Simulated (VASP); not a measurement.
## Sn2Sb3Te2: single point with PBE

The system is Sn2Sb3Te2.

```
CELL_PARAMETERS angstrom
2.21982 1.28161 12.72033
-2.21982 1.28161 12.72033
0.00000 -2.56323 12.72033
ATOMIC_POSITIONS crystal
Sn 0.71170 0.71170 0.71170
Sn 0.28830 0.28830 0.28830
Sb 0.00000 0.00000 0.00000
Sb 0.14675 0.14675 0.14675
Sb 0.85325 0.85325 0.85325
Te 0.42410 0.42410 0.42410
Te 0.57590 0.57590 0.57590
```

```json
{
 "Program": "VASP 6.6.1",
 "Task": "single point",
 "Functional": "PBE",
 "Potentials or basis": "VASP PAW PBE potentials, release 64 (Sn_d, Sb, Te)",
 "Cutoff": "520 eV",
 "k mesh": "4 × 4 × 4",
 "Occupations": "gaussian, width 0.2 eV",
 "Spin": "no spin polarisation",
 "Dipole correction": "no",
 "Further INCAR settings": "ALGO = Normal; EDIFF = 1e-06; NBANDS = 36"
}
```

The pressure is -0.1 GPa. The largest force is 0.078 eV/Å.

Forces on the atoms (eV/Å):
```
Sn   0.000  0.000 -0.007
Sn   0.000  0.000  0.007
Sb   0.000  0.000  0.000
Sb   0.000  0.000 -0.078
Sb   0.000  0.000  0.078
Te   0.000  0.000  0.013
Te   0.000  0.000 -0.013
```

Stress tensor (GPa, compression positive):
```
-0.14  0.00  0.00
 0.00 -0.14  0.00
 0.00  0.00 -0.06
```

Levels at points of the mesh, in eV from the Fermi level:
| k point | band 25 | band 26 | band 27 | band 28 | band 29 | band 30 |
| --- | --- | --- | --- | --- | --- | --- |
| (0.00, 0.00, 0.00) | -0.97 | -0.62 | -0.62 | 0.32 | 0.50 | 1.49 |
| (0.50, 0.00, 0.00) | -1.44 | -1.11 | -0.82 | -0.51 | 0.70 | 1.97 |
| (0.50, 0.50, 0.00) | -1.68 | -1.39 | -1.12 | -0.42 | 0.87 | 1.21 |
| (0.50, 0.50, 0.50) | -0.75 | -0.51 | -0.51 | 0.14 | 0.83 | 0.94 |

Run time: 21 min on 1 thread of AMD EPYC 7R43 64-Core Processor (Zen 3), with other jobs on the host, peak memory 1.5 GiB.

Caveat: the k points lie up to 0.41 Å⁻¹ apart; spin-orbit coupling is left out, which moves the levels of the heavy elements.
